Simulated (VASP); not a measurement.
# AlN in VASP: further runs

The runs below take AlN through single point, with PBEsol.

Everything below comes from runs of VASP 6.6.1. Logs are shortened: lines on timing, memory, paths and dates and some standing lists are left out, and cuts for length are marked.

**1. The cell of the first run**

It takes space group P6_3/mmc (No. 194, hexagonal). The conventional cell has a = 3.312 Å, b = 3.312 Å, c = 4.188 Å, α = 90.00°, β = 90.00°, γ = 120.00°. Within 2.5 Å of Al (site symmetry -6m2) lie 5 N at 1.91 to 2.09 Å. N (site symmetry -6m2) has 5 Al at 1.91 to 2.09 Å within 2.5 Å.

**2. Single point, PBEsol**

Contents of INCAR:

```
SYSTEM = AlN
ALGO = Normal
EDIFF = 1E-6
ENCUT = 520
GGA = PS
ISIF = 2
ISMEAR = 0
LASPH = .TRUE.
LCHARG = .FALSE.
LREAL = .FALSE.
LWAVE = .FALSE.
NBANDS = 16
NELM = 60
PREC = Accurate
SIGMA = 0.05
```

Contents of KPOINTS:

```
k-points
0
G
  12 12 6
  0 0 0
```

Contents of POSCAR:

```
AlN
1.0
    3.3121160000      0.0000000000      0.0000000000
   -1.6560580000      2.8683760000      0.0000000000
    0.0000000000      0.0000000000      4.1875630000
Al N
2 2
Direct
    0.3333333333      0.6666666667      0.7500000000
    0.6666666667      0.3333333333      0.2500000000
    0.3333333333      0.6666666667      0.2500000000
    0.6666666667      0.3333333333      0.7500000000
```

Potentials or basis: VASP PAW PBE potentials, release 64 (Al, N).

Run with:

```console
cat potpaw_PBE.64/Al/POTCAR potpaw_PBE.64/N/POTCAR > POTCAR
mpirun -np 1 vasp_std > vasp.out
```

OUTCAR:

```text
SYSTEM = AlN
   EDIFF = 1E-6
   ENCUT = 520
   GGA = PS
   ISIF = 2
   ISMEAR = 0
   LASPH = .TRUE.
   LREAL = .FALSE.
   NELM = 60
   PREC = Accurate

 ion  position               nearest neighbor table
   1  0.333  0.667  0.750-   4 1.91   4 1.91   4 1.91   3 2.09   3 2.09   2 2.84   2 2.84   2 2.84
                             2 2.84   2 2.84   2 2.84
   2  0.667  0.333  0.250-   3 1.91   3 1.91   3 1.91   4 2.09   4 2.09   1 2.84   1 2.84   1 2.84
                             1 2.84   1 2.84   1 2.84
   3  0.333  0.667  0.250-   2 1.91   2 1.91   2 1.91   1 2.09   1 2.09
   4  0.667  0.333  0.750-   1 1.91   1 1.91   1 1.91   2 2.09   2 2.09

  LATTYP: Found a hexagonal cell.
 ALAT       =     3.3121160000
 C/A-ratio  =     1.2643165276

  Lattice vectors:

 A1 = (   3.3121160000,   0.0000000000,   0.0000000000)
 A2 = (  -1.6560580000,   2.8683760000,   0.0000000000)
 A3 = (   0.0000000000,   0.0000000000,   4.1875630000)

Analysis of symmetry for initial positions (statically):
=====================================================================
 Subroutine PRICEL returns:
 Original cell was already a primitive cell.

 Routine SETGRP: Setting up the symmetry group for a
 hexagonal supercell.

 Subroutine GETGRP returns: Found 24 space group operations
 (whereof 12 operations were pure point group operations)
 out of a pool of 24 trial point group operations.

The static configuration has the point symmetry D_3d.
 The point group associated with its full space group is D_6h.

Analysis of symmetry for dynamics (positions and initial velocities):
=====================================================================
 Subroutine PRICEL returns:
 Original cell was already a primitive cell.

 Routine SETGRP: Setting up the symmetry group for a
 hexagonal supercell.

 Subroutine GETGRP returns: Found 24 space group operations
 (whereof 12 operations were pure point group operations)
 out of a pool of 24 trial point group operations.

The dynamic configuration has the point symmetry D_3d.
 The point group associated with its full space group is D_6h.

 Subroutine INISYM returns: Found 24 space group operations
 (whereof 12 operations are pure point group operations),
 and found     1 'primitive' translations

----------------------------------------------------------------------------------------

                                     Primitive cell

  volume of cell :      39.7835

  direct lattice vectors                    reciprocal lattice vectors
     3.312116000  0.000000000  0.000000000     0.301921793  0.174314664  0.000000000
    -1.656058000  2.868376000  0.000000000     0.000000000  0.348629329  0.000000000
     0.000000000  0.000000000  4.187563000     0.000000000  0.000000000  0.238802377

  length of vectors
     3.312116000  3.312115484  4.187563000     0.348629275  0.348629329  0.238802377

  position of ions in fractional coordinates (direct lattice)
     0.333333333  0.666666667  0.750000000
     0.666666667  0.333333333  0.250000000
     0.333333333  0.666666667  0.250000000
     0.666666667  0.333333333  0.750000000

  ion indices of the primitive-cell ions
   primitive index   ion index
                 1           1
                 2           2
                 3           3
                 4           4

----------------------------------------------------------------------------------------

 KPOINTS: k-points

Automatic generation of k-mesh.
 Grid dimensions read from file:
 generate k-points for:   12   12    6

 Generating k-lattice:

  Cartesian coordinates                     Fractional coordinates (reciprocal lattice)
     0.025160149  0.014526222  0.000000000     0.083333333  0.000000000  0.000000000
     0.000000000  0.029052444  0.000000000     0.000000000  0.083333333  0.000000000
     0.000000000  0.000000000  0.039800396     0.000000000  0.000000000  0.166666667

  Length of vectors
     0.029052440  0.029052444  0.039800396

  Shift w.r.t. Gamma in fractional coordinates (k-lattice)
     0.000000000  0.000000000  0.000000000

 Subroutine IBZKPT returns following result:
 ===========================================

 Found     76 irreducible k-points:

 Following reciprocal coordinates:
            Coordinates               Weight
  0.000000  0.000000  0.000000      1.000000
  0.083333 -0.000000  0.000000      6.000000
  0.166667 -0.000000  0.000000      6.000000
  0.250000 -0.000000  0.000000      6.000000
  0.333333 -0.000000  0.000000      6.000000
  0.416667 -0.000000  0.000000      6.000000
[... 16 lines left out ...]
  0.250000 -0.000000  0.166667     12.000000
  0.333333 -0.000000  0.166667     12.000000
 [... further k-points ...]
   k-points           NKPTS =     76   k-points in BZ     NKDIM =     76   number of bands    NBANDS=     16
   number of dos      NEDOS =    301   number of ions     NIONS =      4
   total plane-waves  NPLWV =  25088
   dimension x,y,z NGX =    28 NGY =   28 NGZ =   32
   dimension x,y,z NGXF=    56 NGYF=   56 NGZF=   64
   ions per type =               2   2
   NGX,Y,Z   is equivalent  to a cutoff of  14.05, 14.05, 12.70 a.u.
   NGXF,Y,Z  is equivalent  to a cutoff of  28.11, 28.11, 25.41 a.u.
 SYSTEM =  AlN
   PREC   = accura    normal or accurate (medium, high low for compatibility)
   ISTART =      0    job   : 0-new  1-cont  2-samecut
   ICHARG =      2    charge: 1-file 2-atom 10-const
   ISPIN  =      1    spin polarized calculation?
   LNONCOLLINEAR =      F non collinear calculations
   LSORBIT =      F    spin-orbit coupling
   LASPH  =      T    aspherical Exc in radial PAW
   ENCUT  =  520.0 eV  38.22 Ry    6.18 a.u.   6.16  6.16  7.79*2*pi/ulx,y,z
   NELM   =     60;   NELMIN=  2; NELMDL= -5     # of ELM steps
   EDIFF  = 0.1E-05   stopping-criterion for ELM
   LREAL  =      F    real-space projection
   EDIFFG = 0.1E-04   stopping-criterion for IOM
   NSW    =      0    number of steps for IOM
   IBRION =     -1    ionic relax: 0-MD 1-quasi-New 2-CG
   NFREE  =      0    steps in history (QN), initial steepest desc. (CG)
   ISIF   =      2    stress and relaxation
   ISYM   =      2    0-nonsym 1-usesym 2-fastsym
   POTIM  = 0.5000    time-step for ionic-motion
   TEBEG  =    0.0;   TEEND  =   0.0 temperature during run
   PSTRESS=    0.0 pullay stress
   NELECT =      16.0000    total number of electrons
   NUPDOWN=      -1.0000    fix difference up-down
   EMIN   =  10.00;   EMAX   =-10.00  energy-range for DOS
   EFERMI =   0.00;   METHOD = LEGACY
   ISMEAR =     0;   SIGMA  =   0.05  broadening in eV -4-tet -1-fermi 0-gaus
   EFERMI_NEDOS =   21; number of points for ismear=-14 and -15
   IALGO  =     38    algorithm
   IMIX   =      4    mixing-type and parameters
     AMIX     =   0.40;   BMIX     =  1.00
     AMIX_MAG =   1.60;   BMIX_MAG =  1.00
  volume/ion in A,a.u.               =       9.95        67.12
  Fermi-wavevector in a.u.,A,eV,Ry     =   1.208409  2.283561 19.867928  1.460252
  Thomas-Fermi vector in A             =   2.344017
   LORBIT       =      0    0 simple, 1 ext, 2 COOP (PROOUT), +10 PAW based schemes
   GGA     = PS    functional components
   LHFCALC =     F    Hartree Fock is set to
   AEXX    =    0.0000 exact exchange contribution
   IVDW    =     0    specifies the selected vdW correction
   LEPSILON=     F    determine dielectric tensor
   LRPA    =     F    only Hartree local field effects (RPA)
 non-spin polarized calculation
 Gauss-broadening in eV      SIGMA  =   0.05
  energy-cutoff  :      520.00
  volume of cell :       39.78
 maximum number of plane-waves:      1090
 NGX is ok and might be reduce to    28
   NGX = 13   NGY = 13   NGZ = 15

 number of electron      15.9999999 magnetization

 Free energy of the ion-electron system (eV)
  ---------------------------------------------------
  ext. energy  EPLUGINS =         0.00000000
  ---------------------------------------------------
  free energy    TOTEN  =       -30.93773479 eV

  energy without entropy =      -30.93773479  energy(sigma->0) =      -30.93773479

 E-fermi :   8.1058     XC(G=0): -11.3529

 val. band max:        7.8596558839   @ k =   0.0000   0.0000   0.0000
 cond. band min:      11.0473944159   @ k =   0.0000   0.0000   0.0000
 fundamental gap:      3.1877385320
 Fermi energy:         8.1057602235

 k-point     1 :       0.0000    0.0000    0.0000
  band No.  band energies     occupation
      1      -8.9060      2.00000
      2      -5.2331      2.00000
      3       0.9377      2.00000
      4       4.5763      2.00000
      5       4.5763      2.00000
      6       6.2438      2.00000
[... 8 lines left out ...]
     15      19.5361      0.00000
     16      19.6778      0.00000

 k-point     2 :       0.0833   -0.0000    0.0000
  band No.  band energies     occupation
      1      -8.8263      2.00000
      2      -5.2297      2.00000
      3       1.0236      2.00000
      4       4.2788      2.00000
      5       4.4570      2.00000
      6       5.9407      2.00000
[... 8 lines left out ...]
     15      19.2075      0.00000
     16      19.3177      0.00000

 k-point     3 :       0.1667   -0.0000    0.0000
  band No.  band energies     occupation
      1      -8.5921      2.00000
      2      -5.2343      2.00000
      3       1.2774      2.00000
      4       3.5465      2.00000
      5       4.1769      2.00000
      6       5.2943      2.00000
[... 8 lines left out ...]
     15      18.6011      0.00000
     16      19.7708      0.00000

 k-point     4 :       0.2500   -0.0000    0.0000
  band No.  band energies     occupation
      1      -8.2223      2.00000
      2      -5.2884      2.00000
      3       1.6859      2.00000
      4       2.6929      2.00000
      5       3.8611      2.00000
      6       4.6165      2.00000
[... 8 lines left out ...]
     15      17.9077      0.00000
     16      20.2618      0.00000

 k-point     5 :       0.3333   -0.0000    0.0000
  band No.  band energies     occupation
      1      -7.7565      2.00000
      2      -5.4418      2.00000
      3       1.9685      2.00000
      4       2.2174      2.00000
      5       3.5925      2.00000
      6       4.0468      2.00000
[... 8 lines left out ...]
     15      19.1167      0.00000
     16      20.6051      0.00000

 k-point     6 :       0.4167   -0.0000    0.0000
  band No.  band energies     occupation
      1      -7.2806      2.00000
      2      -5.6963      2.00000
      3       1.5090      2.00000
      4       2.7858      2.00000
      5       3.4165      2.00000
      6       3.6647      2.00000
[... 8 lines left out ...]
     15      20.3764      0.00000
     16      20.8751      0.00000
[... 267 lines left out ...]
 k-point    21 :       0.0833   -0.0000    0.1667
  band No.  band energies     occupation
      1      -8.6578      2.00000
      2      -5.6150      2.00000
      3       1.4683      2.00000
      4       4.4317      2.00000
      5       4.5646      2.00000
      6       5.6878      2.00000
[... 8 lines left out ...]
     15      19.4283      0.00000
     16      19.7318      0.00000

 k-point    22 :       0.1667   -0.0000    0.1667
  band No.  band energies     occupation
      1      -8.4284      2.00000
      2      -5.5695      2.00000
      3       1.5253      2.00000
      4       3.8473      2.00000
      5       4.2974      2.00000
      6       4.9247      2.00000
[... 8 lines left out ...]
     15      19.0750      0.00000
     16      19.8306      0.00000

 k-point    23 :       0.2500   -0.0000    0.1667
  band No.  band energies     occupation
      1      -8.0675      2.00000
      2      -5.5433      2.00000
      3       1.4846      2.00000
      4       3.2834      2.00000
      5       3.9936      2.00000
      6       4.2156      2.00000
[... 8 lines left out ...]
     15      18.8453      0.00000
     16      20.1298      0.00000

 k-point    24 :       0.3333   -0.0000    0.1667
  band No.  band energies     occupation
      1      -7.6161      2.00000
      2      -5.5986      2.00000
      3       1.2423      2.00000
      4       2.9482      2.00000
      5       3.7334      2.00000
      6       3.7745      2.00000
[... 8 lines left out ...]
     15      19.4207      0.00000
     16      20.4093      0.00000

 [... further k-points ...]
[... 5 lines left out ...]
  --------------------------------------------------------------------------------------
  -------------------------------------------------------------------------------------
  Total       -0.8003095     -0.8003092     -1.0213480      0.0000000      0.0000000      0.0000000
  in kB      -32.2303923    -32.2303789    -41.1321453      0.0000000      0.0000000      0.0000000
  external PRESSURE =     -35.1976388 kB  Pullay stress =       0.0000000 kB

 VOLUME and BASIS-vectors are now :
 -----------------------------------------------------------------------------
  energy-cutoff  :      520.00
  volume of cell :       39.78
      direct lattice vectors                 reciprocal lattice vectors
     3.312116000  0.000000000  0.000000000     0.301921793  0.174314664  0.000000000
    -1.656058000  2.868376000  0.000000000     0.000000000  0.348629329  0.000000000
     0.000000000  0.000000000  4.187563000     0.000000000  0.000000000  0.238802377

 POSITION                                       TOTAL-FORCE (eV/Angst)
 -----------------------------------------------------------------------------------
     -0.00000      1.91225      3.14067        -0.000000     -0.000000      0.000000
      1.65606      0.95613      1.04689         0.000000      0.000000      0.000000
     -0.00000      1.91225      1.04689         0.000000      0.000000      0.000000
      1.65606      0.95613      3.14067        -0.000000     -0.000000      0.000000
 -----------------------------------------------------------------------------------
    total drift:                               -0.000000     -0.000000     -0.000000

  FREE ENERGIE OF THE ION-ELECTRON SYSTEM (eV)
  ---------------------------------------------------
  free  energy   TOTEN  =       -30.9377347929 eV

  energy  without entropy=      -30.9377347929  energy(sigma->0) =      -30.93773479
```

Wall time 50 s (1 thread of Intel Xeon 8259CL, shared host); peak memory 0.18 GiB.

Results:

```
Free energy            : -30.9377 eV
Pressure               : -3.5 GPa
Band gap on the k mesh : 3.19 eV
```

Caveat: the cell stands under tension; the PAW data sets were made with another functional, which shifts forces and pressure a little. A k mesh can miss the band edges.

(Part 1 of 2 ends here.)
